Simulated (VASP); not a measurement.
# SbMo (rocksalt type) (Fm-3m) in VASP: a series of runs

Runs on SbMo (rocksalt type). Level: PBE. Tasks: single point, relaxation of cell and atoms.

All numbers are computed with VASP 6.6.1; they aren't measurements. Logs are shortened: lines on timing, memory, paths and dates and some standing lists are left out, and cuts for length are marked.

## (1) The cell of the first run

The structure is cubic, space group Fm-3m (No. 225). Conventional cell: a = 5.520 Å, b = 5.520 Å, c = 5.520 Å, α = 90.00°, β = 90.00°, γ = 90.00°. Mo (site symmetry m-3m) has 6 Sb at 2.76 Å within 3.6 Å. Within 3.6 Å of Sb (site symmetry m-3m) lie 6 Mo at 2.76 Å.

## (2) Single point, PBE

File INCAR:

```
SYSTEM = SbMo
PREC = Accurate ; ENCUT = 520
EDIFF = 1E-6 ; ISMEAR = -1
SIGMA = 0.03 ; LREAL = .FALSE.
LASPH = .TRUE. ; NELM = 60
ALGO = Normal ; ISIF = 2
LWAVE = .FALSE. ; LCHARG = .FALSE.
GGA = PE ; NBANDS = 16
```

File KPOINTS:

```
Automatic mesh
0
G
  10 10 10
  0 0 0
```

File POSCAR:

```
SbMo
1.0
    0.0000000000      2.7602407532      2.7602407532
    2.7602407532      0.0000000000      2.7602407532
    2.7602407532      2.7602407532      0.0000000000
Mo Sb
1 1
Direct
    0.0000000000      0.0000000000      0.0000000000
    0.5000000000      0.5000000000      0.5000000000
```

Potentials or basis: VASP PAW PBE potentials, release 64 (Mo_sv, Sb).

Launch:

```bash
cat potpaw_PBE.64/Mo_sv/POTCAR potpaw_PBE.64/Sb/POTCAR > POTCAR
mpirun -np 1 vasp_std > vasp.out
```

OUTCAR:

```text
SYSTEM = SbMo
   PREC = Accurate
   ENCUT = 520
   EDIFF = 1E-6
   ISMEAR = -1
   LREAL = .FALSE.
   LASPH = .TRUE.
   NELM = 60
   ISIF = 2
   GGA = PE

 ion  position               nearest neighbor table
   1  0.000  0.000  0.000-   2 2.76   2 2.76   2 2.76   2 2.76   2 2.76   2 2.76
   2  0.500  0.500  0.500-   1 2.76   1 2.76   1 2.76   1 2.76   1 2.76   1 2.76

  LATTYP: Found a face centered cubic cell.
 ALAT       =     5.5204815064

  Lattice vectors:

 A1 = (   0.0000000000,   2.7602407532,   2.7602407532)
 A2 = (   2.7602407532,   0.0000000000,   2.7602407532)
 A3 = (   2.7602407532,   2.7602407532,   0.0000000000)

Analysis of symmetry for initial positions (statically):
=====================================================================
 Subroutine PRICEL returns:
 Original cell was already a primitive cell.

 Routine SETGRP: Setting up the symmetry group for a
 face centered cubic supercell.

 Subroutine GETGRP returns: Found 48 space group operations
 (whereof 48 operations were pure point group operations)
 out of a pool of 48 trial point group operations.

The static configuration has the point symmetry O_h .

Analysis of symmetry for dynamics (positions and initial velocities):
=====================================================================
 Subroutine PRICEL returns:
 Original cell was already a primitive cell.

 Routine SETGRP: Setting up the symmetry group for a
 face centered cubic supercell.

 Subroutine GETGRP returns: Found 48 space group operations
 (whereof 48 operations were pure point group operations)
 out of a pool of 48 trial point group operations.

The dynamic configuration has the point symmetry O_h .

 Subroutine INISYM returns: Found 48 space group operations
 (whereof 48 operations are pure point group operations),
 and found     1 'primitive' translations

----------------------------------------------------------------------------------------

                                     Primitive cell

  volume of cell :      42.0602

  direct lattice vectors                    reciprocal lattice vectors
     0.000000000  2.760240753  2.760240753    -0.181143619  0.181143619  0.181143619
     2.760240753  0.000000000  2.760240753     0.181143619 -0.181143619  0.181143619
     2.760240753  2.760240753  0.000000000     0.181143619  0.181143619 -0.181143619

  length of vectors
     3.903569909  3.903569909  3.903569909     0.313749952  0.313749952  0.313749952

  position of ions in fractional coordinates (direct lattice)
     0.000000000  0.000000000  0.000000000
     0.500000000  0.500000000  0.500000000

  ion indices of the primitive-cell ions
   primitive index   ion index
                 1           1
                 2           2

----------------------------------------------------------------------------------------

 KPOINTS: Automatic mesh

Automatic generation of k-mesh.
 Grid dimensions read from file:
 generate k-points for:   10   10   10

 Generating k-lattice:

  Cartesian coordinates                     Fractional coordinates (reciprocal lattice)
    -0.018114362  0.018114362  0.018114362     0.100000000  0.000000000  0.000000000
     0.018114362 -0.018114362  0.018114362     0.000000000  0.100000000  0.000000000
     0.018114362  0.018114362 -0.018114362     0.000000000  0.000000000  0.100000000

  Length of vectors
     0.031374995  0.031374995  0.031374995

  Shift w.r.t. Gamma in fractional coordinates (k-lattice)
     0.000000000  0.000000000  0.000000000

 Subroutine IBZKPT returns following result:
 ===========================================

 Found     47 irreducible k-points:

 Following reciprocal coordinates:
            Coordinates               Weight
  0.000000  0.000000  0.000000      1.000000
  0.100000  0.000000  0.000000      8.000000
  0.200000  0.000000  0.000000      8.000000
  0.300000  0.000000  0.000000      8.000000
  0.400000  0.000000  0.000000      8.000000
  0.500000  0.000000  0.000000      4.000000
[... 16 lines left out ...]
  0.300000  0.300000  0.000000      6.000000
  0.400000  0.300000  0.000000     24.000000
 [... further k-points ...]
   k-points           NKPTS =     47   k-points in BZ     NKDIM =     47   number of bands    NBANDS=     16
   number of dos      NEDOS =    301   number of ions     NIONS =      2
   total plane-waves  NPLWV =  27000
   dimension x,y,z NGX =    30 NGY =   30 NGZ =   30
   dimension x,y,z NGXF=    60 NGYF=   60 NGZF=   60
   ions per type =               1   1
   NGX,Y,Z   is equivalent  to a cutoff of  12.78, 12.78, 12.78 a.u.
   NGXF,Y,Z  is equivalent  to a cutoff of  25.55, 25.55, 25.55 a.u.
 SYSTEM =  SbMo
   PREC   = accura    normal or accurate (medium, high low for compatibility)
   ISTART =      0    job   : 0-new  1-cont  2-samecut
   ICHARG =      2    charge: 1-file 2-atom 10-const
   ISPIN  =      1    spin polarized calculation?
   LNONCOLLINEAR =      F non collinear calculations
   LSORBIT =      F    spin-orbit coupling
   LASPH  =      T    aspherical Exc in radial PAW
   ENCUT  =  520.0 eV  38.22 Ry    6.18 a.u.   7.26  7.26  7.26*2*pi/ulx,y,z
   NELM   =     60;   NELMIN=  2; NELMDL= -5     # of ELM steps
   EDIFF  = 0.1E-05   stopping-criterion for ELM
   LREAL  =      F    real-space projection
   EDIFFG = 0.1E-04   stopping-criterion for IOM
   NSW    =      0    number of steps for IOM
   IBRION =     -1    ionic relax: 0-MD 1-quasi-New 2-CG
   NFREE  =      0    steps in history (QN), initial steepest desc. (CG)
   ISIF   =      2    stress and relaxation
   ISYM   =      2    0-nonsym 1-usesym 2-fastsym
   POTIM  = 0.5000    time-step for ionic-motion
   TEBEG  =    0.0;   TEEND  =   0.0 temperature during run
   PSTRESS=    0.0 pullay stress
   NELECT =      19.0000    total number of electrons
   NUPDOWN=      -1.0000    fix difference up-down
   EMIN   =  10.00;   EMAX   =-10.00  energy-range for DOS
   EFERMI =   0.00;   METHOD = LEGACY
   ISMEAR =    -1;   SIGMA  =   0.03  broadening in eV -4-tet -1-fermi 0-gaus
   EFERMI_NEDOS =   21; number of points for ismear=-14 and -15
   IALGO  =     38    algorithm
   IMIX   =      4    mixing-type and parameters
     AMIX     =   0.40;   BMIX     =  1.00
     AMIX_MAG =   1.60;   BMIX_MAG =  1.00
  volume/ion in A,a.u.               =      21.03       141.92
  Fermi-wavevector in a.u.,A,eV,Ry     =   1.256133  2.373748 21.468237  1.577871
  Thomas-Fermi vector in A             =   2.389856
   LORBIT       =      0    0 simple, 1 ext, 2 COOP (PROOUT), +10 PAW based schemes
   GGA     = PE    functional components
   LHFCALC =     F    Hartree Fock is set to
   AEXX    =    0.0000 exact exchange contribution
   IVDW    =     0    specifies the selected vdW correction
   LEPSILON=     F    determine dielectric tensor
   LRPA    =     F    only Hartree local field effects (RPA)
 non-spin polarized calculation
  energy-cutoff  :      520.00
  volume of cell :       42.06
 maximum number of plane-waves:      1158
 NGX is ok and might be reduce to    30
   NGX = 15   NGY = 15   NGZ = 15

 number of electron      19.0000002 magnetization

 Free energy of the ion-electron system (eV)
  ---------------------------------------------------
  ext. energy  EPLUGINS =         0.00000000
  ---------------------------------------------------
  free energy    TOTEN  =       -13.46976970 eV

  energy without entropy =      -13.45967683  energy(sigma->0) =      -13.46472326

 E-fermi :  10.1135     XC(G=0): -11.4194

 val. band max:       10.1098292020   @ k =  -0.3000   0.5000   0.2000
 cond. band min:      10.1559551794   @ k =   0.5000   0.2000   0.1000
 fundamental gap:      0.0461259774
 Fermi energy:        10.1135071909

 k-point     1 :       0.0000    0.0000    0.0000
  band No.  band energies     occupation
      1     -50.8025      2.00000
      2     -24.9294      2.00000
      3     -24.9294      2.00000
      4     -24.9294      2.00000
      5      -1.8187      2.00000
      6       8.7287      2.00000
[... 8 lines left out ...]
     15      17.1695      0.00000
     16      21.4369      0.00000

 k-point     2 :       0.1000    0.0000    0.0000
  band No.  band energies     occupation
      1     -50.8022      2.00000
      2     -24.9351      2.00000
      3     -24.9294      2.00000
      4     -24.9294      2.00000
      5      -1.6693      2.00000
      6       8.3284      2.00000
[... 8 lines left out ...]
     15      17.4079      0.00000
     16      20.4981      0.00000

 k-point     3 :       0.2000    0.0000    0.0000
  band No.  band energies     occupation
      1     -50.8014      2.00000
      2     -24.9500      2.00000
      3     -24.9294      2.00000
      4     -24.9294      2.00000
      5      -1.2353      2.00000
      6       7.1997      2.00000
[... 8 lines left out ...]
     15      18.7179      0.00000
     16      19.5279      0.00000

 k-point     4 :       0.3000    0.0000    0.0000
  band No.  band energies     occupation
      1     -50.8003      2.00000
      2     -24.9682      2.00000
      3     -24.9294      2.00000
      4     -24.9294      2.00000
      5      -0.5680      2.00000
      6       5.7684      2.00000
[... 8 lines left out ...]
     15      18.2185      0.00000
     16      18.2185      0.00000

 k-point     5 :       0.4000    0.0000    0.0000
  band No.  band energies     occupation
      1     -50.7995      2.00000
      2     -24.9829      2.00000
      3     -24.9294      2.00000
      4     -24.9294      2.00000
      5       0.1910      2.00000
      6       4.4833      2.00000
[... 8 lines left out ...]
     15      17.1547      0.00000
     16      17.1547      0.00000

 k-point     6 :       0.5000    0.0000    0.0000
  band No.  band energies     occupation
      1     -50.7992      2.00000
      2     -24.9885      2.00000
      3     -24.9294      2.00000
      4     -24.9294      2.00000
      5       0.6063      2.00000
      6       3.8853      2.00000
[... 8 lines left out ...]
     15      16.4120      0.00000
     16      16.4120      0.00000

 k-point     7 :       0.1000    0.1000    0.0000
  band No.  band energies     occupation
      1     -50.8021      2.00000
      2     -24.9333      2.00000
      3     -24.9314      2.00000
      4     -24.9314      2.00000
      5      -1.6226      2.00000
      6       8.0596      2.00000
[... 8 lines left out ...]
     15      17.6319      0.00000
     16      20.3610      0.00000

 k-point     8 :       0.2000    0.1000    0.0000
  band No.  band energies     occupation
      1     -50.8014      2.00000
      2     -24.9446      2.00000
      3     -24.9329      2.00000
      4     -24.9305      2.00000
      5      -1.2931      2.00000
      6       7.1619      2.00000
[... 8 lines left out ...]
     15      18.4124      0.00000
     16      19.1509      0.00000

 k-point     9 :       0.3000    0.1000    0.0000
  band No.  band energies     occupation
      1     -50.8004      2.00000
      2     -24.9617      2.00000
      3     -24.9336      2.00000
      4     -24.9303      2.00000
      5      -0.7201      2.00000
      6       6.0877      2.00000
[... 8 lines left out ...]
     15      17.7187      0.00000
     16      19.0399      0.00000
[... 172 lines left out ...]
 k-point    19 :       0.5000    0.2000    0.0000
  band No.  band energies     occupation
      1     -50.7986      2.00000
      2     -24.9795      2.00000
      3     -24.9429      2.00000
      4     -24.9367      2.00000
      5       0.4207      2.00000
      6       4.7089      2.00000
[... 8 lines left out ...]
     15      18.1720      0.00000
     16      19.4222      0.00000

 k-point    20 :      -0.4000    0.2000    0.0000
  band No.  band energies     occupation
      1     -50.7985      2.00000
      2     -24.9798      2.00000
      3     -24.9467      2.00000
      4     -24.9331      2.00000
      5       0.5606      2.00000
      6       4.5172      2.00000
[... 8 lines left out ...]
     15      18.5308      0.00000
     16      19.1864      0.00000

 k-point    21 :      -0.3000    0.2000    0.0000
  band No.  band energies     occupation
      1     -50.7990      2.00000
      2     -24.9727      2.00000
      3     -24.9483      2.00000
      4     -24.9296      2.00000
      5       0.1777      2.00000
      6       4.9628      2.00000
[... 8 lines left out ...]
     15      18.1353      0.00000
     16      18.5695      0.00000

 k-point    22 :      -0.2000    0.2000    0.0000
  band No.  band energies     occupation
      1     -50.7999      2.00000
      2     -24.9631      2.00000
      3     -24.9446      2.00000
      4     -24.9273      2.00000
      5      -0.4118      2.00000
      6       5.7492      2.00000
[... 8 lines left out ...]
     15      17.6933      0.00000
     16      18.1842      0.00000

 k-point    23 :       0.3000    0.3000    0.0000
  band No.  band energies     occupation
      1     -50.7993      2.00000
      2     -24.9600      2.00000
      3     -24.9430      2.00000
      4     -24.9430      2.00000
      5      -0.4328      2.00000
      6       5.6191      2.00000
[... 8 lines left out ...]
     15      18.4404      0.00000
     16      20.4821      0.00000

 k-point    24 :       0.4000    0.3000    0.0000
  band No.  band energies     occupation
      1     -50.7985      2.00000
      2     -24.9691      2.00000
      3     -24.9461      2.00000
      4     -24.9447      2.00000
      5      -0.0752      2.00000
      6       5.4141      2.00000
[... 8 lines left out ...]
     15      18.4594      0.00000
     16      20.6405      0.00000

 [... further k-points ...]
[... 5 lines left out ...]
  --------------------------------------------------------------------------------------
  -------------------------------------------------------------------------------------
  Total       -0.0182414     -0.0182414     -0.0182414      0.0000000      0.0000000      0.0000000
  in kB       -0.6948618     -0.6948618     -0.6948618      0.0000000      0.0000000      0.0000000
  external PRESSURE =      -0.6948618 kB  Pullay stress =       0.0000000 kB

 VOLUME and BASIS-vectors are now :
 -----------------------------------------------------------------------------
  energy-cutoff  :      520.00
  volume of cell :       42.06
      direct lattice vectors                 reciprocal lattice vectors
     0.000000000  2.760240753  2.760240753    -0.181143619  0.181143619  0.181143619
     2.760240753  0.000000000  2.760240753     0.181143619 -0.181143619  0.181143619
     2.760240753  2.760240753  0.000000000     0.181143619  0.181143619 -0.181143619

 POSITION                                       TOTAL-FORCE (eV/Angst)
 -----------------------------------------------------------------------------------
      0.00000      0.00000      0.00000        -0.000000     -0.000000      0.000000
      2.76024      2.76024      2.76024         0.000000      0.000000     -0.000000
 -----------------------------------------------------------------------------------
    total drift:                               -0.000000      0.000000      0.000000

  FREE ENERGIE OF THE ION-ELECTRON SYSTEM (eV)
  ---------------------------------------------------
  free  energy   TOTEN  =       -13.4697696993 eV

  energy  without entropy=      -13.4596768280  energy(sigma->0) =      -13.46472326
```

It took 51 s on 1 thread of Intel Xeon 8259CL, shared host; peak memory 0.19 GiB.

Results:

```
Free energy            : -13.4698 eV
Pressure               : -0.1 GPa
Band gap on the k mesh : zero (an odd number of electrons rules out a gap without spin polarisation)
```

Levels at points of the mesh, in eV from the Fermi level:
| k point | band 8 | band 9 | band 10 | band 11 | band 12 | band 13 |
| --- | --- | --- | --- | --- | --- | --- |
| (0.00, 0.00, 0.00) | -1.38 | -0.97 | -0.97 | 1.17 | 1.17 | 1.17 |
| (0.50, 0.00, 0.00) | -3.60 | -0.04 | -0.04 | 0.66 | 3.90 | 6.27 |
| (0.50, 0.50, 0.00) | -1.32 | -1.32 | -0.32 | 0.49 | 0.49 | 1.48 |

Caveat: spin-orbit coupling is left out, which moves the levels of the heavy elements.

## (3) Relaxation of cell and atoms, PBE

This run uses another cell than the first one, of 21.92 Å³/atom.

File INCAR:

```
PREC = Accurate ; ENCUT = 600
EDIFF = 1E-6 ; ISMEAR = -1
SIGMA = 0.03 ; LREAL = F
LASPH = T ; NELM = 100
ALGO = Normal ; ISIF = 3
LWAVE = F ; LCHARG = F
GGA = PE ; IBRION = 2
NSW = 100 ; EDIFFG = -0.005
```

File KPOINTS:

```
Automatic mesh
0
Gamma
  10 10 10
```

File POSCAR:

```
SbMo
1.0
    0.0000000000      2.7988117696      2.7988117696
    2.7988117696      0.0000000000      2.7988117696
    2.7988117696      2.7988117696      0.0000000000
Mo Sb
1 1
Direct
    0.0000000000      0.0000000000      0.0000000000
    0.5000000000      0.5000000000      0.5000000000
```

Potentials or basis: VASP PAW PBE potentials, release 64 (Mo_sv, Sb).

Launch:

```bash
cat potpaw_PBE.64/Mo_sv/POTCAR potpaw_PBE.64/Sb/POTCAR > POTCAR
mpirun -np 1 vasp_std > vasp.out
```

Wall time 1.8 min (1 thread of Intel Xeon 8259CL, shared host); peak memory 0.21 GiB.

It converged, with:

```yaml
Free_energy: -13.4704 eV
Relaxed_volume: 21.02 Å³/atom
Relaxed_cell: a = 3.903 Å, b = 3.903 Å, c = 3.903 Å, α = 60.00°, β = 60.00°, γ = 60.00°
Space_group_after_relaxing_to_0.1_Å: Fm-3m (No. 225)
Energy_gained_by_relaxing: 14.2 meV/atom
Ionic_steps: 5
Pressure_after_relaxing: 0.0 GPa
Band_gap_on_the_k_mesh: zero (an odd number of electrons rules out a gap without spin polarisation)
```

Step by step:
| step | energy change (eV) | largest force (eV/Å) | pressure (GPa) | volume (Å³) |
| --- | --- | --- | --- | --- |
| 1 | 0.0000 | 0.0000 | -4.79 | 43.85 |
| 2 | 0.0212 | 0.0000 | 7.60 | 39.82 |
| 3 | -0.0284 | 0.0000 | -0.05 | 42.04 |
| 4 | -0.0284 | 0.0000 | 0.04 | 42.01 |
| 5 | -0.0284 | 0.0000 | -0.03 | 42.04 |

Final structure:
```
Mo Sb
1.0
     0.00000    2.75973    2.75973
     2.75973    0.00000    2.75973
     2.75973    2.75973    0.00000
Mo Sb
1 1
Cartesian
  0.0000 0.0000 0.0000
  2.7597 2.7597 2.7597
```

Levels at points of the mesh, in eV from the Fermi level:
```tsv
k point	band 7	band 8	band 9	band 10	band 11	band 12	band 13
(0.00, 0.00, 0.00)	-1.39	-1.39	-0.97	-0.97	1.17	1.17	1.17
(0.50, 0.00, 0.00)	-3.60	-3.60	-0.04	-0.04	0.66	3.90	6.27
(0.50, 0.50, 0.00)	-2.70	-1.32	-1.32	-0.32	0.49	0.49	1.48
```

Caveat: spin-orbit coupling is left out, which moves the levels of the heavy elements.

(Continued in part 2 of 2.)

The gap in the log of VASP goes by the Fermi energy; the results here count the filled bands.